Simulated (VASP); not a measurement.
Write the native input for VASP 6.6.1 that does the following.

| Item | Value |
| --- | --- |
| Task | single point |
| Functional | r2SCAN |
| Potentials or basis | VASP PAW PBE potentials, release 64 (Ti_sv, O) |
| Cutoff | 520 eV |
| k mesh | 6 × 6 × 8 |
| Occupations | gaussian, width 0.05 eV |
| Spin | no spin polarisation |
| Dipole correction | no |
| Further INCAR settings | ALGO = Normal; EDIFF = 1e-07; NBANDS = 33 |

Crystal: TiO2.

```
Ti O
1.0
     4.59675    0.00000    0.00000
     0.00000    4.59675    0.00000
     0.00000    0.00000    2.95367
Ti O
2 4
Direct
  0.00000 0.00000 0.00000
  0.50000 0.50000 0.50000
  0.30461 0.30461 0.00000
  0.19539 0.80461 0.50000
  0.69539 0.69539 0.00000
  0.80461 0.19539 0.50000
```

The input as run:

POSCAR

```
TiO2
1.0
    4.5967497006      0.0000000000      0.0000000000
    0.0000000000      4.5967497006      0.0000000000
    0.0000000000      0.0000000000      2.9536714111
Ti O
2 4
Direct
    0.0000000000      0.0000000000      0.0000000000
    0.5000000000      0.5000000000      0.5000000000
    0.3046118012      0.3046118012      0.0000000000
    0.1953881988      0.8046118012      0.5000000000
    0.6953881988      0.6953881988      0.0000000000
    0.8046118012      0.1953881988      0.5000000000
```

INCAR.step1

```
PREC = Accurate ; ENCUT = 520
ISMEAR = 0 ; SIGMA = 0.05
LREAL = F ; LASPH = T
NELM = 100 ; NBANDS = 33
GGA = PE ; ALGO = Normal
EDIFF = 1E-4 ; LWAVE = T
LCHARG = F
```

INCAR.step2

```
PREC = Accurate ; ENCUT = 520
EDIFF = 1E-7 ; ISMEAR = 0
SIGMA = 0.05 ; LREAL = F
LASPH = T ; NELM = 100
ALGO = Normal ; ISIF = 2
LWAVE = F ; LCHARG = T
METAGGA = R2SCAN ; LMIXTAU = T
LELF = T ; LVHAR = T
NBANDS = 33 ; ISTART = 1
```

KPOINTS

```
regular mesh
0
Gamma
  6 6 8
```

Potentials or basis: VASP PAW PBE potentials, release 64 (Ti_sv, O).

Launch:

```console
$ cat potpaw_PBE.64/Ti_sv/POTCAR potpaw_PBE.64/O/POTCAR > POTCAR
$ cp INCAR.step1 INCAR
$ mpirun -np 1 vasp_std > vasp.out
$ cp INCAR.step2 INCAR
$ mpirun -np 1 vasp_std > vasp.out
```

Results of the run:

- Pressure: 1.3 GPa
- Largest force: 0.034 eV/Å
- Band gap on the k mesh: 2.23 eV, direct

Caveat: the PAW data sets were made with another functional, which shifts forces and pressure a little.

Run time: 4.6 min on 1 thread of Intel(R) Xeon(R) Platinum 8259CL CPU @ 2.50GHz (Skylake/Cascade Lake) (shared host), peak memory 0.23 GiB.
